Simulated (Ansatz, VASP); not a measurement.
## ZnS3 in VASP and in Ansatz

File INCAR:

```
SYSTEM = ZnS3
ALGO = Normal
EDIFF = 1E-6
EDIFFG = -0.04
ENCUT = 600
GGA = PE
IBRION = 2
ISIF = 3
ISMEAR = 0
LASPH = .TRUE.
LCHARG = .FALSE.
LREAL = .FALSE.
LWAVE = .FALSE.
NELM = 100
NSW = 90
PREC = Accurate
SIGMA = 0.1
```

KPOINTS

```
k-points
0
G
  6 6 6
  0 0 0
```

The input POSCAR:

```
ZnS3
1.0
    0.0000000000      3.1707717589      3.1707717589
    3.1707717589      0.0000000000      3.1707717589
    3.1707717589      3.1707717589      0.0000000000
Zn S
1 3
Direct
    0.0000000000      0.0000000000      0.0000000000
    0.5000000000      0.5000000000      0.5000000000
    0.2500000000      0.2500000000      0.2500000000
    0.7500000000      0.7500000000      0.7500000000
```

Input for Ansatz:

```yaml
crystal:
  lattice:
    - [0.0, 3.1707717589, 3.1707717589]
    - [3.1707717589, 0.0, 3.1707717589]
    - [3.1707717589, 3.1707717589, 0.0]
  atoms:
    - { symbol: Zn, position: [0.0, 0.0, 0.0] }
    - { symbol: S, position: [0.5, 0.5, 0.5] }
    - { symbol: S, position: [0.25, 0.25, 0.25] }
    - { symbol: S, position: [0.75, 0.75, 0.75] }
basis:
  ecutwfc: 420
kpoints:
  mp_grid: { grid: [6, 6, 6] }
hamiltonian:
  xc: pbe
scf:
  occupations: { method: gaussian, width: 0.1 }
  lower_state_search: "off"
output:
  forces: true
  stress: true
  eigenvalues: true
relax:
  adjacent_minimum: "off"
  f_tol: 0.04
  max_steps: 70
  cell: { stress_tol: 0.4 }
```

Alike in both runs: task relaxation of cell and atoms; functional PBE; k mesh 6 × 6 × 6; occupations gaussian, width 0.1 eV; no spin polarisation.

|  | VASP | Ansatz |
| --- | --- | --- |
| version | VASP 6.6.1 | Ansatz 0.2.0 |
| potentials or method | VASP PAW PBE potentials, release 64 (Zn, S), cutoff 600 eV | scalar-relativistic, plane waves, PAW |
| valence electrons in the cell | 30 | 30 |

|  | VASP | Ansatz | Ansatz less VASP |
| --- | --- | --- | --- |
| gap on the k mesh at the Fermi level, each at its own relaxed structure (eV) | none | none | - |
| relaxed volume (Å³/atom) | 16.10 | 16.09 | -0.012 |
| relaxed cell length with the largest relative difference (Å) | 4.500 | 4.498 | -0.0011 |

A gap of «none» marks a metal or a gap that the smearing closes.
